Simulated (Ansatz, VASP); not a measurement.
# Sb in VASP and in Ansatz

```
CELL_PARAMETERS angstrom
3.41954 0.00000 0.00000
-1.70977 2.96140 0.00000
0.00000 0.00000 5.48990
ATOMIC_POSITIONS crystal
Sb 0.33333 0.66667 0.25000
Sb 0.66667 0.33333 0.75000
```

Change from the starting cell: strain +0.015 along x and y, +0.030 along z, atoms carried along.

Alike in both runs: task single point; functional PBE; dispersion D3(BJ); k mesh 18 × 18 × 10; occupations gaussian, width 0.15 eV; no spin polarisation.

```csv
,VASP,Ansatz
version,VASP 6.6.1,Ansatz 0.2.0
potentials or method,"VASP PAW PBE potentials, release 64 (Sb), cutoff 520 eV","scalar-relativistic, plane waves, PAW"
valence electrons in the cell,10,30
```

|  | VASP | Ansatz | Ansatz less VASP |
| --- | --- | --- | --- |
| gap on the k mesh at the Fermi level (eV) | none | none | - |
| pressure (GPa) | -3.8 | -3.7 | +0.14 |
| traceless stress, the component that is largest in VASP (GPa) | 0.84 | 0.84 | +0.004 |

A gap of «none» marks a metal or a gap that the smearing closes. VASP's potentials hold 10 valence electrons a cell and Ansatz's 30, so a difference there can come from the potentials and not from the codes.

Neither program's run includes spin-orbit coupling.
